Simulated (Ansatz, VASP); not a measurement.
**Two plane-wave programs on Rh**

The input INCAR:

```
SYSTEM = Rh
PREC = Accurate
ENCUT = 520
EDIFF = 1E-6
ISMEAR = 0
SIGMA = 0.15
LREAL = .FALSE.
LASPH = .TRUE.
NELM = 80
ALGO = Fast
ISIF = 2
LWAVE = .FALSE.
LCHARG = .TRUE.
GGA = PE
LELF = .TRUE.
LVHAR = .TRUE.
NBANDS = 22
```

File KPOINTS:

```
Automatic mesh
0
G
  18 18 10
  0 0 0
```

File POSCAR:

```
Rh
1.0
    2.7521000000      0.0000000000      0.0000000000
   -1.3760500000      2.3833885137      0.0000000000
    0.0000000000      0.0000000000      4.1045000000
Rh
2
Direct
    0.6666666667      0.3333333333      0.7500000000
    0.3333333333      0.6666666667      0.2500000000
```

Input for Ansatz:

```yaml
crystal:
  lattice:
    - [2.7521, 0.0, 0.0]
    - [-1.37605, 2.3833885137, 0.0]
    - [0.0, 0.0, 4.1045]
  atoms:
    - { symbol: Rh, position: [0.6666666667, 0.3333333333, 0.75] }
    - { symbol: Rh, position: [0.3333333333, 0.6666666667, 0.25] }
basis:
  ecutwfc: 420
kpoints:
  mp_grid: { grid: [18, 18, 10] }
hamiltonian:
  xc: pbe
  pseudopotentials: { kind: paw, azcp: { folder: soft_1 } }
scf:
  occupations: { method: gaussian, width: 0.15 }
output:
  forces: true
  stress: true
  eigenvalues: true
```

Alike in both runs: task single point; functional PBE; k mesh 18 × 18 × 10; occupations gaussian, width 0.15 eV; no spin polarisation.

```csv
,VASP,Ansatz
version,VASP 6.6.1,Ansatz 0.2.0
potentials or method,"VASP PAW PBE potentials, release 64 (Rh_pv), cutoff 520 eV","scalar-relativistic, plane waves, PAW"
valence electrons in the cell,30,34
```

```tsv
	VASP	Ansatz	Ansatz less VASP
gap on the k mesh at the Fermi level (eV)	none	none	-
pressure (GPa)	15.8	15.9	+0.04
traceless stress, the component that is largest in VASP (GPa)	15.41	15.41	+0.002
```

A gap of «none» marks a metal or a gap that the smearing closes. VASP's potentials hold 30 valence electrons a cell and Ansatz's 34, so a difference there can come from the potentials and not from the codes.
